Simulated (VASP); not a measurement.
CdAu, 2 atoms in the cell. The structure is hexagonal, space group P-6m2 (No. 187). The conventional cell has a = 2.928 Å, b = 2.928 Å, c = 4.233 Å, α = 90.00°, β = 90.00°, γ = 120.00°. Cd (site symmetry -6m2) has 6 Au at 2.71 Å and 6 Cd at 2.93 Å within 3.6 Å. Au (site symmetry -6m2) has 6 Cd at 2.71 Å and 6 Au at 2.93 Å within 3.6 Å. 

```yaml
Program: VASP 6.6.1
Task: single point
Functional: PBEsol
Potentials_or_basis: VASP PAW PBE potentials, release 64 (Cd_sv_GW, Au_sv_GW)
Cutoff: 630 eV
k_mesh: 18 × 18 × 10
Occupations: gaussian, width 0.15 eV
Spin: no spin polarisation
Dipole_correction: no
Further_INCAR_settings: ALGO = Normal; EDIFF = 1e-06; NBANDS = 26
```

Potentials or basis: VASP PAW PBE potentials, release 64 (Cd_sv_GW, Au_sv_GW).

Run with:

```console
$ cat potpaw_PBE.64/Cd_sv_GW/POTCAR potpaw_PBE.64/Au_sv_GW/POTCAR > POTCAR
$ mpirun -np 1 vasp_std > vasp.out
```

Hardware: 1 thread of Intel(R) Xeon(R) Platinum 8259CL CPU @ 2.50GHz (Skylake/Cascade Lake) (shared host).

How long does it take, and how much memory?

Run time: 3 min on 1 thread of Intel(R) Xeon(R) Platinum 8259CL CPU @ 2.50GHz (Skylake/Cascade Lake), on a shared host, peak memory 0.4 GiB. Counts: scf iterations 13, k points 222.
